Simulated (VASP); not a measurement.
Write the native input for VASP 6.6.1 that does the following.

```
Task                   : single point
Functional             : PBE
Potentials or basis    : VASP PAW PBE potentials, release 64 (Co, Br)
Cutoff                 : 520 eV
k mesh                 : 12 × 12 × 10
Occupations            : gaussian, width 0.1 eV
Spin                   : collinear spin, ferromagnetic start
Starting moments       : [3.0, 0.0] μB
Dipole correction      : no
Further INCAR settings : ALGO = Fast; EDIFF = 1e-07; NBANDS = 19
```

The structure of CoBr lies in POSCAR:

```
CoBr
1.0
    3.5047753639      0.0000000000      0.0000000000
   -1.7523876819      3.0352244997      0.0000000000
    0.0000000000      0.0000000000      4.4911406020
Co Br
1 1
Direct
    0.0000000000      0.0000000000      0.0000000000
    0.0000000000      0.0000000000      0.5000000000
```

The input as run:

INCAR

```
  PREC = Accurate
  ENCUT = 520
  EDIFF = 1E-7
  ISMEAR = 0
  SIGMA = 0.1
  LREAL = F
  LASPH = T
  NELM = 150
  ALGO = Fast
  ISIF = 2
  LWAVE = F
  LCHARG = F
  ISPIN = 2
  MAGMOM = 3 0
  LORBIT = 11
  LMAXMIX = 4
  GGA = PE
  NBANDS = 19
```

KPOINTS

```
Automatic mesh
0
Gamma
  12 12 10
```

Potentials or basis: VASP PAW PBE potentials, release 64 (Co, Br).

Run with:

```bash
$ cat potpaw_PBE.64/Co/POTCAR potpaw_PBE.64/Br/POTCAR > POTCAR
$ mpirun -np 1 vasp_std > vasp.out
```

It gave:

The pressure is 0.1 GPa and the band gap on the k mesh is zero (filled and empty bands overlap). The net moment is 2.04 μB per cell and the site moments are Co +1.94; Br +0.14 μB. The valence electrons inside the program's atomic spheres are Co 7.90; Br 4.92.

Caveat: semilocal functionals often make such compounds metallic where correlation or magnetic order opens a gap, which also shifts bond lengths.

Run time: 5.3 min on 1 thread of Oxide Virtual Turin-like Processor (shared host), peak memory 0.28 GiB.
